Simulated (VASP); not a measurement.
# B (P-6m2) in VASP: a series of runs

Runs on B. Level: PBE. Tasks: single point, relaxation of cell and atoms.

All numbers are computed with VASP 6.6.1; they aren't measurements. Logs are shortened: lines on timing, memory, paths and dates and some standing lists are left out, and cuts for length are marked.

**1. The cell of the first run**

Symmetry: P-6m2, No. 187, hexagonal system. Conventional cell: a = 2.722 Å, b = 2.722 Å, c = 19.221 Å, α = 90.00°, β = 90.00°, γ = 120.00°. B (site symmetry 3m) has 4 B at 1.68 to 1.87 Å within 2.2 Å. Within 2.2 Å of B (site symmetry 3m) lie 5 B at 1.64 to 1.80 Å. B (site symmetry 3m) has 7 B at 1.65 to 1.80 Å within 2.2 Å. B (site symmetry 3m) has 5 B at 1.65 to 1.81 Å within 2.2 Å. Within 2.2 Å of B (site symmetry 3m) lie 7 B at 1.64 to 1.81 Å. Within 2.2 Å of B (site symmetry 3m) lie 4 B at 1.68 to 1.89 Å. B (site symmetry 3m) has 4 B at 1.67 to 1.87 Å within 2.2 Å. B (site symmetry 3m) has 4 B at 1.68 to 1.89 Å within 2.2 Å.

**2. Single point, PBE**

Input file INCAR:

```
PREC = Accurate
ENCUT = 520
EDIFF = 1E-6
ISMEAR = 0
SIGMA = 0.1
LREAL = Auto
LASPH = T
NELM = 100
ALGO = Normal
ISIF = 2
LWAVE = F
LCHARG = F
GGA = PE
NBANDS = 38
```

Input file KPOINTS:

```
Automatic mesh
0
Gamma
  18 18 2
```

Input file POSCAR:

```
B
1.0
    2.7217996392      0.0000000000      0.0000000000
   -1.3608998196      2.3571476316      0.0000000000
    0.0000000000      0.0000000000     19.2214379631
B
16
Direct
    0.3333333333      0.6666666667      0.8142086272
    0.0000000000      0.0000000000      0.6747862248
    0.6666666667      0.3333333333      0.3711358673
    0.6666666667      0.3333333333      0.5432722523
    0.0000000000      0.0000000000      0.4103244194
    0.3333333333      0.6666666667      0.0986431830
    0.0000000000      0.0000000000      0.2382564116
    0.6666666667      0.3333333333      0.9563182323
    0.6666666667      0.3333333333      0.0436817677
    0.6666666667      0.3333333333      0.6288641327
    0.3333333333      0.6666666667      0.9013568170
    0.0000000000      0.0000000000      0.3252137752
    0.0000000000      0.0000000000      0.7617435884
    0.0000000000      0.0000000000      0.5896755806
    0.3333333333      0.6666666667      0.1857913728
    0.6666666667      0.3333333333      0.4567277477
```

Potentials or basis: VASP PAW PBE potentials, release 64 (B).

Launch:

```bash
> cat potpaw_PBE.64/B/POTCAR > POTCAR
> mpirun -np 1 vasp_std > vasp.out
```

OUTCAR:

```text
PREC = Accurate
   ENCUT = 520
   EDIFF = 1E-6
   ISMEAR = 0
   LREAL = Auto
   LASPH = T
   NELM = 100
   ISIF = 2
   GGA = PE

 ion  position               nearest neighbor table
   1  0.333  0.667  0.814-  11 1.68  13 1.87  13 1.87  13 1.87
   2  0.000  0.000  0.675-  14 1.64  13 1.67  10 1.80  10 1.80  10 1.80
   3  0.667  0.333  0.371-  16 1.65   5 1.74   5 1.74   5 1.74  12 1.80  12 1.80  12 1.80
   4  0.667  0.333  0.543-  10 1.65  16 1.66  14 1.81  14 1.81  14 1.81
   5  0.000  0.000  0.410-  12 1.64   3 1.74   3 1.74   3 1.74  16 1.81  16 1.81  16 1.81
   6  0.333  0.667  0.099-  15 1.68   9 1.89   9 1.89   9 1.89
   7  0.000  0.000  0.238-  12 1.67  15 1.87  15 1.87  15 1.87
   8  0.667  0.333  0.956-   9 1.68  11 1.89  11 1.89  11 1.89
   9  0.667  0.333  0.044-   8 1.68   6 1.89   6 1.89   6 1.89
  10  0.667  0.333  0.629-   4 1.65  14 1.74  14 1.74  14 1.74   2 1.80   2 1.80   2 1.80
  11  0.333  0.667  0.901-   1 1.68   8 1.89   8 1.89   8 1.89
  12  0.000  0.000  0.325-   5 1.64   7 1.67   3 1.80   3 1.80   3 1.80
  13  0.000  0.000  0.762-   2 1.67   1 1.87   1 1.87   1 1.87
  14  0.000  0.000  0.590-   2 1.64  10 1.74  10 1.74  10 1.74   4 1.81   4 1.81   4 1.81
  15  0.333  0.667  0.186-   6 1.68   7 1.87   7 1.87   7 1.87
  16  0.667  0.333  0.457-   3 1.65   4 1.66   5 1.81   5 1.81   5 1.81

  LATTYP: Found a hexagonal cell.
 ALAT       =     2.7217996392
 C/A-ratio  =     7.0620326663

  Lattice vectors:

 A1 = (   2.7217996392,   0.0000000000,   0.0000000000)
 A2 = (  -1.3608998196,   2.3571476316,   0.0000000000)
 A3 = (   0.0000000000,   0.0000000000,  19.2214379631)

Analysis of symmetry for initial positions (statically):
=====================================================================
 Subroutine PRICEL returns:
 Original cell was already a primitive cell.

 Routine SETGRP: Setting up the symmetry group for a
 hexagonal supercell.

 Subroutine GETGRP returns: Found 12 space group operations
 (whereof 12 operations were pure point group operations)
 out of a pool of 24 trial point group operations.

The static configuration has the point symmetry D_3h.

Analysis of symmetry for dynamics (positions and initial velocities):
=====================================================================
 Subroutine PRICEL returns:
 Original cell was already a primitive cell.

 Routine SETGRP: Setting up the symmetry group for a
 hexagonal supercell.

 Subroutine GETGRP returns: Found 12 space group operations
 (whereof 12 operations were pure point group operations)
 out of a pool of 24 trial point group operations.

The dynamic configuration has the point symmetry D_3h.

 Subroutine INISYM returns: Found 12 space group operations
 (whereof 12 operations are pure point group operations),
 and found     1 'primitive' translations

----------------------------------------------------------------------------------------

                                     Primitive cell

  volume of cell :     123.3187

  direct lattice vectors                    reciprocal lattice vectors
     2.721799639  0.000000000  0.000000000     0.367403973  0.212120782  0.000000000
    -1.360899820  2.357147632  0.000000000     0.000000000  0.424241565  0.000000000
     0.000000000  0.000000000 19.221437963     0.000000000  0.000000000  0.052025244

  length of vectors
     2.721799639  2.721799639 19.221437963     0.424241565  0.424241565  0.052025244

  position of ions in fractional coordinates (direct lattice)
     0.333333333  0.666666667  0.814208627
     0.000000000  0.000000000  0.674786225
     0.666666667  0.333333333  0.371135867
     0.666666667  0.333333333  0.543272252
     0.000000000  0.000000000  0.410324419
     0.333333333  0.666666667  0.098643183
[... 8 lines left out ...]
     0.333333333  0.666666667  0.185791373
     0.666666667  0.333333333  0.456727748

  ion indices of the primitive-cell ions
   primitive index   ion index
                 1           1
                 2           2
                 3           3
                 4           4
                 5           5
                 6           6
[... 8 lines left out ...]
                15          15
                16          16

----------------------------------------------------------------------------------------

 KPOINTS: Automatic mesh

Automatic generation of k-mesh.
 Grid dimensions read from file:
 generate k-points for:   18   18    2

 Generating k-lattice:

  Cartesian coordinates                     Fractional coordinates (reciprocal lattice)
     0.020411332  0.011784488  0.000000000     0.055555556  0.000000000  0.000000000
     0.000000000  0.023568976  0.000000000     0.000000000  0.055555556  0.000000000
     0.000000000  0.000000000  0.026012622     0.000000000  0.000000000  0.500000000

  Length of vectors
     0.023568976  0.023568976  0.026012622

  Shift w.r.t. Gamma in fractional coordinates (k-lattice)
     0.000000000  0.000000000  0.000000000

 Subroutine IBZKPT returns following result:
 ===========================================

 Found     74 irreducible k-points:

 Following reciprocal coordinates:
            Coordinates               Weight
  0.000000  0.000000  0.000000      1.000000
  0.055556 -0.000000  0.000000      6.000000
  0.111111 -0.000000  0.000000      6.000000
  0.166667  0.000000  0.000000      6.000000
  0.222222  0.000000  0.000000      6.000000
  0.277778  0.000000  0.000000      6.000000
[... 16 lines left out ...]
  0.333333  0.111111  0.000000     12.000000
  0.388889  0.111111  0.000000     12.000000
 [... further k-points ...]
   k-points           NKPTS =     74   k-points in BZ     NKDIM =     74   number of bands    NBANDS=     38
   number of dos      NEDOS =    301   number of ions     NIONS =     16
   total plane-waves  NPLWV =  57600
   dimension x,y,z NGX =    20 NGY =   20 NGZ =  144
   dimension x,y,z NGXF=    40 NGYF=   40 NGZF=  288
   ions per type =              16
   NGX,Y,Z   is equivalent  to a cutoff of  12.22, 12.22, 12.45 a.u.
   NGXF,Y,Z  is equivalent  to a cutoff of  24.43, 24.43, 24.91 a.u.
 SYSTEM =  unknown system
   PREC   = accura    normal or accurate (medium, high low for compatibility)
   ISTART =      0    job   : 0-new  1-cont  2-samecut
   ICHARG =      2    charge: 1-file 2-atom 10-const
   ISPIN  =      1    spin polarized calculation?
   LNONCOLLINEAR =      F non collinear calculations
   LSORBIT =      F    spin-orbit coupling
   LASPH  =      T    aspherical Exc in radial PAW
   ENCUT  =  520.0 eV  38.22 Ry    6.18 a.u.   5.06  5.06 35.74*2*pi/ulx,y,z
   NELM   =    100;   NELMIN=  2; NELMDL= -5     # of ELM steps
   EDIFF  = 0.1E-05   stopping-criterion for ELM
   LREAL  =      T    real-space projection
   EDIFFG = 0.1E-04   stopping-criterion for IOM
   NSW    =      0    number of steps for IOM
   IBRION =     -1    ionic relax: 0-MD 1-quasi-New 2-CG
   NFREE  =      0    steps in history (QN), initial steepest desc. (CG)
   ISIF   =      2    stress and relaxation
   ISYM   =      2    0-nonsym 1-usesym 2-fastsym
   POTIM  = 0.5000    time-step for ionic-motion
   TEBEG  =    0.0;   TEEND  =   0.0 temperature during run
   PSTRESS=    0.0 pullay stress
   NELECT =      48.0000    total number of electrons
   NUPDOWN=      -1.0000    fix difference up-down
   EMIN   =  10.00;   EMAX   =-10.00  energy-range for DOS
   EFERMI =   0.00;   METHOD = LEGACY
   ISMEAR =     0;   SIGMA  =   0.10  broadening in eV -4-tet -1-fermi 0-gaus
   EFERMI_NEDOS =   21; number of points for ismear=-14 and -15
   IALGO  =     38    algorithm
   IMIX   =      4    mixing-type and parameters
     AMIX     =   0.40;   BMIX     =  1.00
     AMIX_MAG =   1.60;   BMIX_MAG =  1.00
  volume/ion in A,a.u.               =       7.71        52.01
  Fermi-wavevector in a.u.,A,eV,Ry     =   1.195306  2.258800 19.439400  1.428756
  Thomas-Fermi vector in A             =   2.331274
   LORBIT       =      0    0 simple, 1 ext, 2 COOP (PROOUT), +10 PAW based schemes
   GGA     = PE    functional components
   LHFCALC =     F    Hartree Fock is set to
   AEXX    =    0.0000 exact exchange contribution
   IVDW    =     0    specifies the selected vdW correction
   LEPSILON=     F    determine dielectric tensor
   LRPA    =     F    only Hartree local field effects (RPA)
 non-spin polarized calculation
 Gauss-broadening in eV      SIGMA  =   0.10
  energy-cutoff  :      520.00
  volume of cell :      123.32
 maximum number of plane-waves:      3357
   NGX = 11   NGY = 11   NGZ = 71

 number of electron      48.0000000 magnetization

 Free energy of the ion-electron system (eV)
  ---------------------------------------------------
  ext. energy  EPLUGINS =         0.00000000
  ---------------------------------------------------
  free energy    TOTEN  =       -98.98982360 eV

  energy without entropy =      -98.97973426  energy(sigma->0) =      -98.98477893

 E-fermi :   5.1050     XC(G=0): -11.4711

 val. band max:        5.0960720342   @ k =   0.2778   0.2778   0.5000
 cond. band min:       5.1339002737   @ k =   0.3333   0.1111   0.5000
 fundamental gap:      0.0378282395
 Fermi energy:         5.1050002517

 k-point     1 :       0.0000    0.0000    0.0000
  band No.  band energies     occupation
      1     -11.3819      2.00000
      2     -11.1409      2.00000
      3      -7.6921      2.00000
      4      -7.3212      2.00000
      5      -7.1027      2.00000
      6      -6.0174      2.00000
[... 28 lines left out ...]
     35      12.5430      0.00000
     36      12.6906      0.00000

 k-point     2 :       0.0556   -0.0000    0.0000
  band No.  band energies     occupation
      1     -11.3190      2.00000
      2     -11.0786      2.00000
      3      -7.6247      2.00000
      4      -7.2542      2.00000
      5      -7.0366      2.00000
      6      -5.9526      2.00000
[... 28 lines left out ...]
     35      12.7658      0.00000
     36      12.7938      0.00000
[... 817 lines left out ...]
     35      11.9376      0.00000
     36      12.2873      0.00000

 k-point    24 :       0.3889    0.1111    0.0000
  band No.  band energies     occupation
      1      -7.3106      2.00000
      2      -7.1223      2.00000
      3      -5.0662      2.00000
      4      -4.8711      2.00000
      5      -3.2203      2.00000
      6      -2.8880      2.00000
[... 28 lines left out ...]
     35      11.7694      0.00000
     36      12.1256      0.00000

 [... further k-points ...]

 [bands above 36 left out]

------------------------ aborting loop because EDIFF is reached ----------------------------------------

  FORCE on cell =-STRESS in cart. coord.  units (eV):
  Direction    XX          YY          ZZ          XY          YZ          ZX
  --------------------------------------------------------------------------------------
  -------------------------------------------------------------------------------------
  Total       -0.0165130     -0.0165130      0.1009732      0.0000000      0.0000000      0.0000000
  in kB       -0.2145391     -0.2145391      1.3118606      0.0000000      0.0000000      0.0000000
  external PRESSURE =       0.2942608 kB  Pullay stress =       0.0000000 kB

 VOLUME and BASIS-vectors are now :
 -----------------------------------------------------------------------------
  energy-cutoff  :      520.00
  volume of cell :      123.32
      direct lattice vectors                 reciprocal lattice vectors
     2.721799639  0.000000000  0.000000000     0.367403973  0.212120782  0.000000000
    -1.360899820  2.357147632  0.000000000     0.000000000  0.424241565  0.000000000
     0.000000000  0.000000000 19.221437963     0.000000000  0.000000000  0.052025244

 POSITION                                       TOTAL-FORCE (eV/Angst)
 -----------------------------------------------------------------------------------
     -0.00000      1.57143     15.65026         0.000000     -0.000000     -0.003134
      0.00000      0.00000     12.97036        -0.000000     -0.000000      0.017588
      1.36090      0.78572      7.13377         0.000000      0.000000     -0.018912
      1.36090      0.78572     10.44247        -0.000000      0.000000     -0.020994
      0.00000      0.00000      7.88703        -0.000000      0.000000      0.013597
     -0.00000      1.57143      1.89606        -0.000000      0.000000     -0.002117
[... 8 lines left out ...]
     -0.00000      1.57143      3.57118         0.000000      0.000000      0.003134
      1.36090      0.78572      8.77896         0.000000     -0.000000      0.020994
 -----------------------------------------------------------------------------------
    total drift:                                0.000000     -0.000000      0.000000

  FREE ENERGIE OF THE ION-ELECTRON SYSTEM (eV)
  ---------------------------------------------------
  free  energy   TOTEN  =       -98.9898236010 eV

  energy  without entropy=      -98.9797342570  energy(sigma->0) =      -98.98477893
```

It took 7.1 min on 1 thread of Intel Xeon Platinum 8488C (Sapphire Rapids), shared host; peak memory 0.35 GiB.

Results:

```yaml
Free_energy: -98.9898 eV
Pressure: 0.0 GPa
Largest_force: 0.021 eV/Å
Band_gap_on_the_k_mesh: zero (band 24 reaches 9.65 eV, above the bottom of band 25 at 2.66 eV)
```

Forces on the atoms (eV/Å):
```
B    0.000  0.000 -0.003
B    0.000  0.000  0.018
B    0.000  0.000 -0.019
B    0.000  0.000 -0.021
B    0.000  0.000  0.014
B    0.000  0.000 -0.002
B    0.000  0.000  0.002
B    0.000  0.000 -0.005
B    0.000  0.000  0.005
B    0.000  0.000  0.019
B    0.000  0.000  0.002
B    0.000  0.000 -0.018
B    0.000  0.000 -0.002
B    0.000  0.000 -0.014
B    0.000  0.000  0.003
B    0.000  0.000  0.021
```

Stress tensor (GPa, compression positive):
```
-0.02  0.00  0.00
 0.00 -0.02  0.00
 0.00  0.00  0.13
```

**3. Single point, PBE**

This run uses another cell than the first one, of 7.30 Å³/atom, 0.947 times its volume.

Input file INCAR:

```
SYSTEM = B
ALGO = Normal
EDIFF = 1E-6
ENCUT = 520
GGA = PE
ISIF = 2
ISMEAR = 0
LASPH = .TRUE.
LCHARG = .FALSE.
LREAL = Auto
LWAVE = .FALSE.
NBANDS = 38
NELM = 60
PREC = Accurate
SIGMA = 0.1
```

Input file KPOINTS:

```
k-points
0
G
  6 6 1
  0 0 0
```

Input file POSCAR:

```
B
1.0
    2.7416523400      0.0000000000      0.0000000000
   -1.3708261700      2.3743405800      0.0000000000
    0.0000000000      0.0000000000     17.9430644300
B
16
Direct
    0.3333333300      0.6666666700      0.8279825600
    0.0000000000      0.0000000000      0.7033910600
    0.6666666700      0.3333333300      0.3279487600
    0.6666666700      0.3333333300      0.5783956800
    0.0000000000      0.0000000000      0.4531501100
    0.3333333300      0.6666666700      0.0784143400
    0.0000000000      0.0000000000      0.2030989400
    0.6666666700      0.3333333300      0.9531094600
    0.6666666700      0.3333333300      0.0468905400
    0.6666666700      0.3333333300      0.6720512400
    0.3333333300      0.6666666700      0.9215856600
    0.0000000000      0.0000000000      0.2966089400
    0.0000000000      0.0000000000      0.7969010600
    0.0000000000      0.0000000000      0.5468498900
    0.3333333300      0.6666666700      0.1720174400
    0.6666666700      0.3333333300      0.4216043200
```

Potentials or basis: VASP PAW PBE potentials, release 64 (B).

Launch:

```bash
> cat potpaw_PBE.64/B/POTCAR > POTCAR
> mpirun -np 1 vasp_std > vasp.out
```

OUTCAR:

```text
SYSTEM = B
   EDIFF = 1E-6
   ENCUT = 520
   GGA = PE
   ISIF = 2
   ISMEAR = 0
   LASPH = .TRUE.
   LREAL = Auto
   NELM = 60
   PREC = Accurate

 ion  position               nearest neighbor table
   1  0.333  0.667  0.828-  13 1.68  13 1.68  13 1.68  11 1.68
   2  0.000  0.000  0.703-  13 1.68  10 1.68  10 1.68  10 1.68
   3  0.667  0.333  0.328-  12 1.68  12 1.68  12 1.68  16 1.68
   4  0.667  0.333  0.578-  10 1.68  14 1.68  14 1.68  14 1.68
   5  0.000  0.000  0.453-  16 1.68  16 1.68  16 1.68  14 1.68
[... 493 lines left out ...]
  Total       22.2635210     22.2635210     21.8885802      0.0000000      0.0000000      0.0000000
  in kB      305.3883158    305.3883171    300.2452603      0.0000000      0.0000000      0.0000000
  external PRESSURE =     303.6739644 kB  Pullay stress =       0.0000000 kB

 VOLUME and BASIS-vectors are now :
 -----------------------------------------------------------------------------
  energy-cutoff  :      520.00
  volume of cell :      116.80
      direct lattice vectors                 reciprocal lattice vectors
     2.741652340  0.000000000  0.000000000     0.364743547  0.210584785  0.000000000
    -1.370826170  2.374340580  0.000000000     0.000000000  0.421169570  0.000000000
     0.000000000  0.000000000 17.943064430     0.000000000  0.000000000  0.055731840

 POSITION                                       TOTAL-FORCE (eV/Angst)
 -----------------------------------------------------------------------------------
     -0.00000      1.58289     14.85654        -0.000000     -0.000000      0.067596
      0.00000      0.00000     12.62099        -0.000000      0.000000      0.358418
      1.37083      0.79145      5.88441         0.000000     -0.000000      0.252328
      1.37083      0.79145     10.37819        -0.000000     -0.000000     -0.075529
      0.00000      0.00000      8.13090        -0.000000     -0.000000     -0.390466
     -0.00000      1.58289      1.40699        -0.000000     -0.000000      0.187398
[... 8 lines left out ...]
     -0.00000      1.58289      3.08652        -0.000000     -0.000000     -0.067596
      1.37083      0.79145      7.56487        -0.000000     -0.000000      0.075529
 -----------------------------------------------------------------------------------
    total drift:                               -0.000002      0.000001      0.000000

  FREE ENERGIE OF THE ION-ELECTRON SYSTEM (eV)
  ---------------------------------------------------
  free  energy   TOTEN  =       -90.2289780939 eV

  energy  without entropy=      -90.1979860435  energy(sigma->0) =      -90.21348207
```

stdout:

```text
POSCAR found type information on POSCAR B
 POSCAR found :  1 types and      16 ions
 scaLAPACK will be used
 LDA part: xc-table for (Slater+PW92), standard interpolation
 POSCAR, INCAR and KPOINTS ok, starting setup
 FFT: planning ... GRIDC
 FFT: planning ... GRID_SOFT
 FFT: planning ... GRID
 WAVECAR not read
 entering main loop
```

Run time: 59 s. Hardware: 1 thread of Intel Xeon Platinum 8488C (Sapphire Rapids), shared host; peak memory 0.21 GiB.

What came out:

- Free energy: -90.2290 eV
- Pressure: 30.4 GPa
- Largest force: 0.390 eV/Å
- Band gap on the k mesh: zero (band 24 reaches 7.68 eV, above the bottom of band 25 at 3.12 eV)

Forces on the atoms (eV/Å):
```
B    0.000  0.000  0.068
B    0.000  0.000  0.358
B    0.000  0.000  0.252
B    0.000  0.000 -0.076
B    0.000  0.000 -0.390
B    0.000  0.000  0.187
B    0.000  0.000  0.271
B    0.000  0.000  0.329
B    0.000  0.000 -0.329
B    0.000  0.000 -0.252
B    0.000  0.000 -0.187
B    0.000  0.000 -0.358
B    0.000  0.000 -0.271
B    0.000  0.000  0.390
B    0.000  0.000 -0.068
B    0.000  0.000  0.076
```

Levels at points of the mesh, in eV from the Fermi level:
```
           k point  band 20  band 21  band 22  band 23  band 24  band 25  band 26  band 27  band 28  band 29
(0.00, 0.00, 0.00)     2.12     2.21     2.78     2.78     2.79     2.79     3.82     3.82     3.97     3.97
(0.50, 0.00, 0.00)    -1.50    -1.23    -1.21    -0.94    -0.69    -0.33    -0.25    -0.24     1.00     1.04
```

Caveat: the k points lie up to 0.44 Å⁻¹ apart.

(Continued in part 2 of 2.)
